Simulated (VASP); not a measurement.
# Rh (Fm-3m) in VASP: notebook

Rh is run at these levels: PBE; tasks: single point.

Program: VASP 6.6.1. These are calculated values, not measurements. Logs are shortened: lines on timing, memory, paths and dates and some standing lists are left out, and cuts for length are marked.

### 1 The cell of the first run

The structure is cubic, space group Fm-3m (No. 225). The conventional cell has a = 3.800 Å, b = 3.800 Å, c = 3.800 Å, α = 90.00°, β = 90.00°, γ = 90.00°. Rh (site symmetry m-3m) has 12 Rh at 2.69 Å within 3.5 Å.

### 2 Single point, PBE

File INCAR:

```
SYSTEM = Rh
PREC = Accurate ; ENCUT = 520
EDIFF = 1E-6 ; ISMEAR = 0
SIGMA = 0.05 ; LREAL = .FALSE.
LASPH = .TRUE. ; NELM = 100
ALGO = Normal ; ISIF = 2
LWAVE = .FALSE. ; LCHARG = .FALSE.
GGA = PE ; NBANDS = 14
```

File KPOINTS:

```
Automatic mesh
0
G
  18 18 18
  0 0 0
```

File POSCAR:

```
Rh
1.0
    0.0000000000      1.9000000000      1.9000000000
    1.9000000000      0.0000000000      1.9000000000
    1.9000000000      1.9000000000      0.0000000000
Rh
1
Direct
    0.0000000000      0.0000000000      0.0000000000
```

Potentials or basis: VASP PAW PBE potentials, release 64 (Rh_pv).

The run is started by

```
> cat potpaw_PBE.64/Rh_pv/POTCAR > POTCAR
> mpirun -np 1 vasp_std > vasp.out
```

OUTCAR:

```text
SYSTEM = Rh
   PREC = Accurate
   ENCUT = 520
   EDIFF = 1E-6
   ISMEAR = 0
   LREAL = .FALSE.
   LASPH = .TRUE.
   NELM = 100
   ISIF = 2
   GGA = PE

 ion  position               nearest neighbor table
   1  0.000  0.000  0.000-

  LATTYP: Found a face centered cubic cell.
 ALAT       =     3.8000000000

  Lattice vectors:

 A1 = (   0.0000000000,   1.9000000000,   1.9000000000)
 A2 = (   1.9000000000,   0.0000000000,   1.9000000000)
 A3 = (   1.9000000000,   1.9000000000,   0.0000000000)

Analysis of symmetry for initial positions (statically):
=====================================================================
 Subroutine PRICEL returns:
 Original cell was already a primitive cell.

 Routine SETGRP: Setting up the symmetry group for a
 face centered cubic supercell.

 Subroutine GETGRP returns: Found 48 space group operations
 (whereof 48 operations were pure point group operations)
 out of a pool of 48 trial point group operations.

The static configuration has the point symmetry O_h .

Analysis of symmetry for dynamics (positions and initial velocities):
=====================================================================
 Subroutine PRICEL returns:
 Original cell was already a primitive cell.

 Routine SETGRP: Setting up the symmetry group for a
 face centered cubic supercell.

 Subroutine GETGRP returns: Found 48 space group operations
 (whereof 48 operations were pure point group operations)
 out of a pool of 48 trial point group operations.

The dynamic configuration has the point symmetry O_h .

 Subroutine INISYM returns: Found 48 space group operations
 (whereof 48 operations are pure point group operations),
 and found     1 'primitive' translations

----------------------------------------------------------------------------------------

                                     Primitive cell

  volume of cell :      13.7180

  direct lattice vectors                    reciprocal lattice vectors
     0.000000000  1.900000000  1.900000000    -0.263157895  0.263157895  0.263157895
     1.900000000  0.000000000  1.900000000     0.263157895 -0.263157895  0.263157895
     1.900000000  1.900000000  0.000000000     0.263157895  0.263157895 -0.263157895

  length of vectors
     2.687005769  2.687005769  2.687005769     0.455802844  0.455802844  0.455802844

  position of ions in fractional coordinates (direct lattice)
     0.000000000  0.000000000  0.000000000

  ion indices of the primitive-cell ions
   primitive index   ion index
                 1           1

----------------------------------------------------------------------------------------

 KPOINTS: Automatic mesh

Automatic generation of k-mesh.
 Grid dimensions read from file:
 generate k-points for:   18   18   18

 Generating k-lattice:

  Cartesian coordinates                     Fractional coordinates (reciprocal lattice)
    -0.014619883  0.014619883  0.014619883     0.055555556  0.000000000  0.000000000
     0.014619883 -0.014619883  0.014619883     0.000000000  0.055555556  0.000000000
     0.014619883  0.014619883 -0.014619883     0.000000000  0.000000000  0.055555556

  Length of vectors
     0.025322380  0.025322380  0.025322380

  Shift w.r.t. Gamma in fractional coordinates (k-lattice)
     0.000000000  0.000000000  0.000000000

 Subroutine IBZKPT returns following result:
 ===========================================

 Found    195 irreducible k-points:

 Following reciprocal coordinates:
            Coordinates               Weight
  0.000000  0.000000  0.000000      1.000000
  0.055556  0.000000  0.000000      8.000000
  0.111111  0.000000  0.000000      8.000000
  0.166667  0.000000  0.000000      8.000000
  0.222222  0.000000  0.000000      8.000000
  0.277778  0.000000  0.000000      8.000000
[... 16 lines left out ...]
 -0.277778  0.055556  0.000000     24.000000
 -0.222222  0.055556  0.000000     24.000000
 [... further k-points ...]
   k-points           NKPTS =    195   k-points in BZ     NKDIM =    195   number of bands    NBANDS=     14
   number of dos      NEDOS =    301   number of ions     NIONS =      1
   total plane-waves  NPLWV =   8000
   dimension x,y,z NGX =    20 NGY =   20 NGZ =   20
   dimension x,y,z NGXF=    40 NGYF=   40 NGZF=   40
   ions per type =               1
   NGX,Y,Z   is equivalent  to a cutoff of  12.37, 12.37, 12.37 a.u.
   NGXF,Y,Z  is equivalent  to a cutoff of  24.75, 24.75, 24.75 a.u.
 SYSTEM =  Rh
   PREC   = accura    normal or accurate (medium, high low for compatibility)
   ISTART =      0    job   : 0-new  1-cont  2-samecut
   ICHARG =      2    charge: 1-file 2-atom 10-const
   ISPIN  =      1    spin polarized calculation?
   LNONCOLLINEAR =      F non collinear calculations
   LSORBIT =      F    spin-orbit coupling
   LASPH  =      T    aspherical Exc in radial PAW
   ENCUT  =  520.0 eV  38.22 Ry    6.18 a.u.   5.00  5.00  5.00*2*pi/ulx,y,z
   NELM   =    100;   NELMIN=  2; NELMDL= -5     # of ELM steps
   EDIFF  = 0.1E-05   stopping-criterion for ELM
   LREAL  =      F    real-space projection
   EDIFFG = 0.1E-04   stopping-criterion for IOM
   NSW    =      0    number of steps for IOM
   IBRION =     -1    ionic relax: 0-MD 1-quasi-New 2-CG
   NFREE  =      0    steps in history (QN), initial steepest desc. (CG)
   ISIF   =      2    stress and relaxation
   ISYM   =      2    0-nonsym 1-usesym 2-fastsym
   POTIM  = 0.5000    time-step for ionic-motion
   TEBEG  =    0.0;   TEEND  =   0.0 temperature during run
   PSTRESS=    0.0 pullay stress
   NELECT =      15.0000    total number of electrons
   NUPDOWN=      -1.0000    fix difference up-down
   EMIN   =  10.00;   EMAX   =-10.00  energy-range for DOS
   EFERMI =   0.00;   METHOD = LEGACY
   ISMEAR =     0;   SIGMA  =   0.05  broadening in eV -4-tet -1-fermi 0-gaus
   EFERMI_NEDOS =   21; number of points for ismear=-14 and -15
   IALGO  =     38    algorithm
   IMIX   =      4    mixing-type and parameters
     AMIX     =   0.40;   BMIX     =  1.00
     AMIX_MAG =   1.60;   BMIX_MAG =  1.00
  volume/ion in A,a.u.               =      13.72        92.57
  Fermi-wavevector in a.u.,A,eV,Ry     =   1.686585  3.187184 38.702725  2.844570
  Thomas-Fermi vector in A             =   2.769224
   LORBIT       =      0    0 simple, 1 ext, 2 COOP (PROOUT), +10 PAW based schemes
   GGA     = PE    functional components
   LHFCALC =     F    Hartree Fock is set to
   AEXX    =    0.0000 exact exchange contribution
   IVDW    =     0    specifies the selected vdW correction
   LEPSILON=     F    determine dielectric tensor
   LRPA    =     F    only Hartree local field effects (RPA)
 non-spin polarized calculation
 Gauss-broadening in eV      SIGMA  =   0.05
  energy-cutoff  :      520.00
  volume of cell :       13.72
 maximum number of plane-waves:       380
   NGX =  9   NGY =  9   NGZ =  9

 number of electron      15.0000007 magnetization

 Free energy of the ion-electron system (eV)
  ---------------------------------------------------
  ext. energy  EPLUGINS =         0.00000000
  ---------------------------------------------------
  free energy    TOTEN  =        -7.25242567 eV

  energy without entropy =       -7.25076276  energy(sigma->0) =       -7.25159421

 E-fermi :  11.9519     XC(G=0): -14.0471

 val. band max:       11.9464742654   @ k =   0.5000   0.3889   0.0556
 cond. band min:      11.9550961156   @ k =  -0.4444   0.3333   0.1667
 fundamental gap:      0.0086218502
 Fermi energy:        11.9519444433

 k-point     1 :       0.0000    0.0000    0.0000
  band No.  band energies     occupation
      1     -34.4460      2.00000
      2     -34.4460      2.00000
      3     -34.4460      2.00000
      4       3.9695      2.00000
      5       8.8526      2.00000
      6       8.8526      2.00000
      7       8.8526      2.00000
      8      10.9447      2.00000
      9      10.9447      2.00000
     10      27.9403      0.00000
     11      32.4552      0.00000
     12      33.4134      0.00000
     13      33.4134      0.00000
     14      33.4134      0.00000

 k-point     2 :       0.0556    0.0000    0.0000
  band No.  band energies     occupation
      1     -34.4690      2.00000
      2     -34.4491      2.00000
      3     -34.4491      2.00000
      4       4.0945      2.00000
      5       8.7968      2.00000
      6       8.9016      2.00000
      7       8.9016      2.00000
      8      10.9170      2.00000
      9      10.9170      2.00000
     10      28.1223      0.00000
     11      32.4526      0.00000
     12      32.7131      0.00000
     13      33.5961      0.00000
     14      33.5961      0.00000

 k-point     3 :       0.1111    0.0000    0.0000
  band No.  band energies     occupation
      1     -34.5351      2.00000
      2     -34.4580      2.00000
      3     -34.4580      2.00000
      4       4.4530      2.00000
      5       8.6575      2.00000
      6       9.0298      2.00000
      7       9.0298      2.00000
      8      10.8572      2.00000
      9      10.8572      2.00000
     10      28.6085      0.00000
     11      31.2517      0.00000
     12      32.4560      0.00000
     13      34.1263      0.00000
     14      34.1263      0.00000
[... 324 lines left out ...]
 k-point    23 :      -0.2778    0.0556    0.0000
  band No.  band energies     occupation
      1     -34.9253      2.00000
      2     -34.5369      2.00000
      3     -34.5047      2.00000
      4       6.0550      2.00000
      5       8.9921      2.00000
      6       9.1919      2.00000
      7       9.2089      2.00000
      8      11.1254      2.00000
      9      11.8887      1.92620
     10      25.6705      0.00000
     11      29.2088      0.00000
     12      32.4551      0.00000
     13      34.6228      0.00000
     14      37.0801      0.00000

 k-point    24 :      -0.2222    0.0556    0.0000
  band No.  band energies     occupation
      1     -34.8022      2.00000
      2     -34.5187      2.00000
      3     -34.4866      2.00000
      4       5.8012      2.00000
      5       8.5130      2.00000
      6       9.2448      2.00000
      7       9.2970      2.00000
      8      10.7518      2.00000
      9      11.4360      2.00000
     10      27.4278      0.00000
     11      29.6556      0.00000
     12      32.4551      0.00000
     13      34.8822      0.00000
     14      36.7260      0.00000

 [... further k-points ...]

------------------------ aborting loop because EDIFF is reached ----------------------------------------

  FORCE on cell =-STRESS in cart. coord.  units (eV):
  Direction    XX          YY          ZZ          XY          YZ          ZX
  --------------------------------------------------------------------------------------
  -------------------------------------------------------------------------------------
  Total        0.5610053      0.5610053      0.5610053     -0.0000000      0.0000000     -0.0000000
  in kB       65.5219365     65.5219365     65.5219365     -0.0000000      0.0000000     -0.0000000
  external PRESSURE =      65.5219365 kB  Pullay stress =       0.0000000 kB

 VOLUME and BASIS-vectors are now :
 -----------------------------------------------------------------------------
  energy-cutoff  :      520.00
  volume of cell :       13.72
      direct lattice vectors                 reciprocal lattice vectors
     0.000000000  1.900000000  1.900000000    -0.263157895  0.263157895  0.263157895
     1.900000000  0.000000000  1.900000000     0.263157895 -0.263157895  0.263157895
     1.900000000  1.900000000  0.000000000     0.263157895  0.263157895 -0.263157895

 POSITION                                       TOTAL-FORCE (eV/Angst)
 -----------------------------------------------------------------------------------
      0.00000      0.00000      0.00000        -0.000000      0.000000      0.000000
 -----------------------------------------------------------------------------------
    total drift:                                0.000000     -0.000000      0.000000

  FREE ENERGIE OF THE ION-ELECTRON SYSTEM (eV)
  ---------------------------------------------------
  free  energy   TOTEN  =        -7.2524256665 eV

  energy  without entropy=       -7.2507627632  energy(sigma->0) =       -7.25159421
```

Wall time 41 s (1 thread of Intel Xeon 8259CL, shared host); peak memory 0.15 GiB.

What came out:

| Item | Value |
| --- | --- |
| Free energy | -7.2524 eV |
| Pressure | 6.6 GPa |

### 3 Single point, PBE

This run uses another cell than the first one, of 14.04 Å³/atom, 1.024 times its volume.

File INCAR:

```
ALGO = Normal
EDIFF = 1E-7
ENCUT = 520
GGA = PE
ISIF = 2
ISMEAR = 0
LASPH = T
LCHARG = F
LREAL = F
LWAVE = F
NBANDS = 14
NELM = 60
PREC = Accurate
SIGMA = 0.05
```

File KPOINTS:

```
k-points
0
Gamma
  18 18 18
```

File POSCAR:

```
Rh
1.0
    0.0000000000      1.9149160875      1.9149160875
    1.9149160875      0.0000000000      1.9149160875
    1.9149160875      1.9149160875      0.0000000000
Rh
1
Direct
    0.0000000000      0.0000000000      0.0000000000
```

Potentials or basis: VASP PAW PBE potentials, release 64 (Rh_pv).

The run is started by

```
> cat potpaw_PBE.64/Rh_pv/POTCAR > POTCAR
> mpirun -np 1 vasp_std > vasp.out
```

OUTCAR:

```text
EDIFF = 1E-7
   ENCUT = 520
   GGA = PE
   ISIF = 2
   ISMEAR = 0
   LASPH = T
   LREAL = F
   NELM = 60
   PREC = Accurate

 ion  position               nearest neighbor table
   1  0.000  0.000  0.000-

  LATTYP: Found a face centered cubic cell.
 ALAT       =     3.8298321750

  Lattice vectors:

 A1 = (   0.0000000000,   1.9149160875,   1.9149160875)
 A2 = (   1.9149160875,   0.0000000000,   1.9149160875)
 A3 = (   1.9149160875,   1.9149160875,   0.0000000000)

Analysis of symmetry for initial positions (statically):
=====================================================================
 Subroutine PRICEL returns:
 Original cell was already a primitive cell.

 Routine SETGRP: Setting up the symmetry group for a
 face centered cubic supercell.

 Subroutine GETGRP returns: Found 48 space group operations
 (whereof 48 operations were pure point group operations)
 out of a pool of 48 trial point group operations.

The static configuration has the point symmetry O_h .

Analysis of symmetry for dynamics (positions and initial velocities):
=====================================================================
[... 161 lines left out ...]
 Fermi energy:        11.5243258511

 k-point     1 :       0.0000    0.0000    0.0000
  band No.  band energies     occupation
      1     -34.8317      2.00000
      2     -34.8317      2.00000
      3     -34.8317      2.00000
      4       3.7153      2.00000
      5       8.5366      2.00000
      6       8.5366      2.00000
      7       8.5366      2.00000
      8      10.5522      2.00000
      9      10.5522      2.00000
     10      27.5278      0.00000
     11      32.0991      0.00000
     12      32.8679      0.00000
     13      32.8679      0.00000
     14      32.8679      0.00000
[... 377 lines left out ...]
      1     -35.1596      2.00000
      2     -34.8988      2.00000
      3     -34.8693      2.00000
      4       5.5245      2.00000
      5       8.2034      2.00000
      6       8.9162      2.00000
      7       8.9671      2.00000
      8      10.3704      2.00000
      9      11.0276      2.00000
     10      26.8272      0.00000
     11      29.1383      0.00000
     12      32.0984      0.00000
     13      34.1739      0.00000
     14      36.0391      0.00000

 [... further k-points ...]
[... 5 lines left out ...]
  --------------------------------------------------------------------------------------
  -------------------------------------------------------------------------------------
  Total        0.0002627      0.0002627      0.0002627     -0.0000000     -0.0000000      0.0000000
  in kB        0.0299666      0.0299666      0.0299666     -0.0000000     -0.0000000      0.0000000
  external PRESSURE =       0.0299666 kB  Pullay stress =       0.0000000 kB

 VOLUME and BASIS-vectors are now :
 -----------------------------------------------------------------------------
  energy-cutoff  :      520.00
  volume of cell :       14.04
      direct lattice vectors                 reciprocal lattice vectors
     0.000000000  1.914916087  1.914916087    -0.261108047  0.261108047  0.261108047
     1.914916087  0.000000000  1.914916087     0.261108047 -0.261108047  0.261108047
     1.914916087  1.914916087  0.000000000     0.261108047  0.261108047 -0.261108047

 POSITION                                       TOTAL-FORCE (eV/Angst)
 -----------------------------------------------------------------------------------
      0.00000      0.00000      0.00000         0.000000     -0.000000      0.000000
 -----------------------------------------------------------------------------------
    total drift:                                0.000000      0.000000      0.000000

  FREE ENERGIE OF THE ION-ELECTRON SYSTEM (eV)
  ---------------------------------------------------
  free  energy   TOTEN  =        -7.2590048677 eV

  energy  without entropy=       -7.2572620039  energy(sigma->0) =       -7.25813344
```

stdout:

```text
POSCAR found type information on POSCAR Rh
 POSCAR found :  1 types and       1 ions
 scaLAPACK will be used
 LDA part: xc-table for (Slater+PW92), standard interpolation
 POSCAR, INCAR and KPOINTS ok, starting setup
 FFT: planning ... GRIDC
 FFT: planning ... GRID_SOFT
 FFT: planning ... GRID
 WAVECAR not read
 entering main loop
```

Run time: 49 s. Hardware: 1 thread of Intel Xeon 8259CL, shared host; peak memory 0.15 GiB.

Results:

```
Free energy : -7.2590 eV
Pressure    : 0.0 GPa
```

Levels at points of the mesh, in eV from the Fermi level:
```tsv
k point	band 4	band 5	band 6	band 7	band 8	band 9	band 10	band 11
(0.00, 0.00, 0.00)	-7.81	-2.99	-2.99	-2.99	-0.97	-0.97	16.00	20.57
(0.50, 0.00, 0.00)	-5.95	-3.06	-3.06	0.54	0.54	0.75	8.42	15.50
(0.50, 0.50, 0.00)	-6.13	-5.77	0.51	0.94	0.94	3.23	12.00	13.19
```
